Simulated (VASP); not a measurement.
# Cu (Fm-3m) in VASP: single point with LDA

Aim: the single point of Cu with LDA.

All numbers are computed with VASP 6.6.1; they aren't measurements. Logs are shortened: lines on timing, memory, paths and dates and some standing lists are left out, and cuts for length are marked.

### Step 1. The cell of the first run

The structure is cubic, space group Fm-3m (No. 225). The conventional cell has a = 3.523 Å, b = 3.523 Å, c = 3.523 Å, α = 90.00°, β = 90.00°, γ = 90.00°. Cu (site symmetry m-3m) has 12 Cu at 2.49 Å within 3.3 Å.

### Step 2. Single point, LDA

INCAR reads:

```
SYSTEM = Cu
ALGO     = Normal         ! electronic algorithm
EDIFF    = 1E-6           ! SCF threshold, eV
ENCUT    = 600            ! plane-wave cutoff, eV
GGA_COMPAT= .FALSE.      
ISIF     = 2              ! what is computed and relaxed
ISMEAR   = -1             ! smearing method
LASPH    = .TRUE.         ! aspherical terms in the spheres
LCHARG   = .FALSE.        ! write CHGCAR
LREAL    = .FALSE.        ! projectors in reciprocal space
LWAVE    = .FALSE.        ! write WAVECAR
NBANDS   = 12             ! bands
NELM     = 120            ! most SCF steps
PREC     = Accurate       ! precision mode
SIGMA    = 0.13605693000000002 ! smearing width, eV
```

KPOINTS reads:

```
k-points
0
G
  16 16 16
  0 0 0
```

POSCAR reads:

```
Cu
1.0
    0.0000000000      1.7612607186      1.7612607186
    1.7612607186      0.0000000000      1.7612607186
    1.7612607186      1.7612607186      0.0000000000
Cu
1
Direct
    0.0000000000      0.0000000000      0.0000000000
```

Potentials or basis: VASP PAW LDA potentials, release 64 (Cu).

The run is started by

```sh
cat potpaw_LDA.64/Cu/POTCAR > POTCAR
mpirun -np 1 vasp_std > vasp.out
```

OUTCAR:

```text
SYSTEM = Cu
   EDIFF = 1E-6
   ENCUT = 600
   ISIF = 2
   ISMEAR = -1
   LASPH = .TRUE.
   LREAL = .FALSE.
   NELM = 120
   PREC = Accurate

 ion  position               nearest neighbor table
   1  0.000  0.000  0.000-

  LATTYP: Found a face centered cubic cell.
 ALAT       =     3.5225214372

  Lattice vectors:

 A1 = (   0.0000000000,   1.7612607186,   1.7612607186)
 A2 = (   1.7612607186,   0.0000000000,   1.7612607186)
 A3 = (   1.7612607186,   1.7612607186,   0.0000000000)

Analysis of symmetry for initial positions (statically):
=====================================================================
 Subroutine PRICEL returns:
 Original cell was already a primitive cell.

 Routine SETGRP: Setting up the symmetry group for a
 face centered cubic supercell.

 Subroutine GETGRP returns: Found 48 space group operations
 (whereof 48 operations were pure point group operations)
 out of a pool of 48 trial point group operations.

The static configuration has the point symmetry O_h .

Analysis of symmetry for dynamics (positions and initial velocities):
=====================================================================
 Subroutine PRICEL returns:
 Original cell was already a primitive cell.

 Routine SETGRP: Setting up the symmetry group for a
 face centered cubic supercell.

 Subroutine GETGRP returns: Found 48 space group operations
 (whereof 48 operations were pure point group operations)
 out of a pool of 48 trial point group operations.

The dynamic configuration has the point symmetry O_h .

 Subroutine INISYM returns: Found 48 space group operations
 (whereof 48 operations are pure point group operations),
 and found     1 'primitive' translations

----------------------------------------------------------------------------------------

                                     Primitive cell

  volume of cell :      10.9270

  direct lattice vectors                    reciprocal lattice vectors
     0.000000000  1.761260719  1.761260719    -0.283887555  0.283887555  0.283887555
     1.761260719  0.000000000  1.761260719     0.283887555 -0.283887555  0.283887555
     1.761260719  1.761260719  0.000000000     0.283887555  0.283887555 -0.283887555

  length of vectors
     2.490798795  2.490798795  2.490798795     0.491707670  0.491707670  0.491707670

  position of ions in fractional coordinates (direct lattice)
     0.000000000  0.000000000  0.000000000

  ion indices of the primitive-cell ions
   primitive index   ion index
                 1           1

----------------------------------------------------------------------------------------

 KPOINTS: k-points

[... 78 lines left out ...]
   NELECT =      11.0000    total number of electrons
   NUPDOWN=      -1.0000    fix difference up-down
   EMIN   =  10.00;   EMAX   =-10.00  energy-range for DOS
   EFERMI =   0.00;   METHOD = LEGACY
   ISMEAR =    -1;   SIGMA  =   0.14  broadening in eV -4-tet -1-fermi 0-gaus
   EFERMI_NEDOS =   21; number of points for ismear=-14 and -15
   IALGO  =     38    algorithm
   IMIX   =      4    mixing-type and parameters
     AMIX     =   0.40;   BMIX     =  1.00
     AMIX_MAG =   1.60;   BMIX_MAG =  1.00
  volume/ion in A,a.u.               =      10.93        73.74
  Fermi-wavevector in a.u.,A,eV,Ry     =   1.640736  3.100542 36.627089  2.692015
  Thomas-Fermi vector in A             =   2.731324
   LORBIT       =      0    0 simple, 1 ext, 2 COOP (PROOUT), +10 PAW based schemes
   GGA     = CA    functional components
   LHFCALC =     F    Hartree Fock is set to
   AEXX    =    0.0000 exact exchange contribution
   IVDW    =     0    specifies the selected vdW correction
   LEPSILON=     F    determine dielectric tensor
   LRPA    =     F    only Hartree local field effects (RPA)
 non-spin polarized calculation
  energy-cutoff  :      600.00
  volume of cell :       10.93
 maximum number of plane-waves:       380
   NGX =  9   NGY =  9   NGZ =  9

 number of electron      11.0000000 magnetization

 Free energy of the ion-electron system (eV)
  ---------------------------------------------------
  ext. energy  EPLUGINS =         0.00000000
  ---------------------------------------------------
  free energy    TOTEN  =        -4.71652251 eV

  energy without entropy =       -4.69863122  energy(sigma->0) =       -4.70757686

 E-fermi :   8.3536     XC(G=0): -13.5634

 val. band max:        8.3103228878   @ k =   0.5000   0.1875   0.0625
 cond. band min:       8.3919053274   @ k =   0.5000   0.3125   0.1250
 fundamental gap:      0.0815824396
 Fermi energy:         8.3535539813

 k-point     1 :       0.0000    0.0000    0.0000
  band No.  band energies     occupation
      1      -1.6018      2.00000
      2       5.0288      2.00000
      3       5.0288      2.00000
      4       5.0288      2.00000
      5       5.9734      2.00000
      6       5.9734      2.00000
      7      31.6479      0.00000
      8      34.7389      0.00000
      9      34.7389      0.00000
     10      34.7389      0.00000
     11      37.3518      0.00000
     12      37.3518      0.00000
[... 331 lines left out ...]
 k-point    24 :      -0.0625    0.0625    0.0000
  band No.  band energies     occupation
      1      -1.2028      2.00000
      2       4.9315      2.00000
      3       5.1031      2.00000
      4       5.1184      2.00000
      5       5.9013      2.00000
      6       5.9882      2.00000
      7      29.8203      0.00000
      8      31.1149      0.00000
      9      33.6654      0.00000
     10      35.3085      0.00000
     11      37.5404      0.00000
     12      38.1465      0.00000

 [... further k-points ...]

------------------------ aborting loop because EDIFF is reached ----------------------------------------

  FORCE on cell =-STRESS in cart. coord.  units (eV):
  Direction    XX          YY          ZZ          XY          YZ          ZX
  --------------------------------------------------------------------------------------
  -------------------------------------------------------------------------------------
  Total        0.0243846      0.0243846      0.0243846      0.0000000      0.0000000     -0.0000000
  in kB        3.5754090      3.5754090      3.5754090      0.0000000      0.0000000     -0.0000000
  external PRESSURE =       3.5754090 kB  Pullay stress =       0.0000000 kB

 VOLUME and BASIS-vectors are now :
 -----------------------------------------------------------------------------
  energy-cutoff  :      600.00
  volume of cell :       10.93
      direct lattice vectors                 reciprocal lattice vectors
     0.000000000  1.761260719  1.761260719    -0.283887555  0.283887555  0.283887555
     1.761260719  0.000000000  1.761260719     0.283887555 -0.283887555  0.283887555
     1.761260719  1.761260719  0.000000000     0.283887555  0.283887555 -0.283887555

 POSITION                                       TOTAL-FORCE (eV/Angst)
 -----------------------------------------------------------------------------------
      0.00000      0.00000      0.00000        -0.000000     -0.000000     -0.000000
 -----------------------------------------------------------------------------------
    total drift:                               -0.000000     -0.000000     -0.000000

  FREE ENERGIE OF THE ION-ELECTRON SYSTEM (eV)
  ---------------------------------------------------
  free  energy   TOTEN  =        -4.7165225081 eV

  energy  without entropy=       -4.6986312192  energy(sigma->0) =       -4.70757686
```

OSZICAR:

```text
N       E                     dE             d eps       ncg     rms          rms(c)
DAV:   1     0.453859672326E+02    0.45386E+02   -0.57862E+03  3828   0.178E+03
DAV:   2    -0.416670751747E+01   -0.49553E+02   -0.45883E+02  3624   0.226E+02
DAV:   3    -0.572765312900E+01   -0.15609E+01   -0.15522E+01  4088   0.448E+01
DAV:   4    -0.573744851129E+01   -0.97954E-02   -0.97937E-02  3936   0.312E+00
DAV:   5    -0.573753986779E+01   -0.91357E-04   -0.91357E-04  4144   0.303E-01    0.807E+00
DAV:   6    -0.509684228072E+01    0.64070E+00   -0.14940E+01  4180   0.778E+01    0.377E+00
DAV:   7    -0.473431368474E+01    0.36253E+00   -0.22554E+00  4168   0.302E+01    0.639E-01
DAV:   8    -0.471805676671E+01    0.16257E-01   -0.63135E-03  4292   0.106E+00    0.284E-01
DAV:   9    -0.471650905860E+01    0.15477E-02   -0.71539E-03  4280   0.149E+00    0.149E-02
DAV:  10    -0.471652063045E+01   -0.11572E-04   -0.25963E-05  4352   0.755E-02    0.459E-03
DAV:  11    -0.471652250681E+01   -0.18764E-05   -0.55386E-07  2808   0.990E-03    0.520E-04
DAV:  12    -0.471652250814E+01   -0.13358E-08   -0.69478E-08  2136   0.317E-03
   1 F= -.47165225E+01 E0= -.47075769E+01  d E =-.178913E-01
```

Wall time 24 s (1 thread of AMD EPYC 7R43 (Zen 3), shared host); peak memory 0.1 GiB.

Results:

| Item | Value |
| --- | --- |
| Free energy | -4.7165 eV |
| Pressure | 0.4 GPa |

Levels at points of the mesh, in eV from the Fermi level:
```csv
k point,band 4,band 5,band 6,band 7,band 8,band 9
"(0.00, 0.00, 0.00)",-3.32,-2.38,-2.38,23.29,26.39,26.39
"(0.50, 0.00, 0.00)",-1.74,-1.74,-1.21,4.13,21.78,23.15
"(0.50, 0.50, 0.00)",-1.58,-1.58,1.43,7.67,13.62,13.62
```
